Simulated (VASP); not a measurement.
Set up this calculation in VASP 6.6.1, as the native input.

* Task: single point
* Functional: rSCAN
* Potentials or basis: VASP PAW PBE potentials, release 64 (Al, N)
* Cutoff: 840 eV
* k mesh: 8 × 8 × 5
* Occupations: gaussian, width 0.03 eV
* Spin: no spin polarisation
* Tolerance level: tight
* Purpose: all
* Further INCAR settings: PREC = Normal; ALGO = Normal; EDIFF = 1e-05; NBANDS = 32

The structure of AlN lies in POSCAR:

```
AlN
1.0
    3.1130000000      0.0000000000      0.0000000000
   -1.5565000000      2.6959370820      0.0000000000
    0.0000000000      0.0000000000      5.0308100000
Al N
2 2
Direct
    0.6666666700      0.3333333300      0.5000000000
    0.3333333300      0.6666666700      0.0000000000
    0.6666666700      0.3333333300      0.8800000000
    0.3333333300      0.6666666700      0.3880305200
```

This cell differs from its parent crystal: last atom moved by 0.04 Å along z, cell strained by +1.0% along z.

One way to write it, as run:

INCAR

```
  ALGO = Normal
  EDIFF = 1E-5
  EFERMI = MIDGAP
  ENCUT = 840
  GGA_COMPAT = F
  ISIF = 2
  ISMEAR = 0
  KPAR = 2
  LASPH = T
  LCHARG = F
  LMIXTAU = T
  LREAL = F
  LWAVE = F
  METAGGA = RSCAN
  NBANDS = 32
  NELM = 120
  PREC = Normal
  SIGMA = 0.03
```

KPOINTS

```
Automatic mesh
0
Gamma
  8 8 5
  0 0 0
```

Potentials or basis: VASP PAW PBE potentials, release 64 (Al, N).

Run with:

```sh
$ cat potpaw_PBE.64/Al/POTCAR potpaw_PBE.64/N/POTCAR > POTCAR
$ mpirun -np 2 vasp_std > vasp.out
```

Results of the run:

```yaml
Pressure: -3.9 GPa
Largest_force: 0.746 eV/Å
Band_gap_on_the_k_mesh: 4.75 eV
```

Caveat: the cell differs from its parent crystal (last atom moved by 0.04 Å along z, cell strained by +1.0% along z); the cell stands under tension; the PAW data sets were made with another functional, which shifts forces and pressure a little.

It took 94 s on 2 MPI ranks on Intel(R) Xeon(R) Platinum 8488C (Sapphire Rapids), on a shared host, peak memory 0.2 GiB a rank.
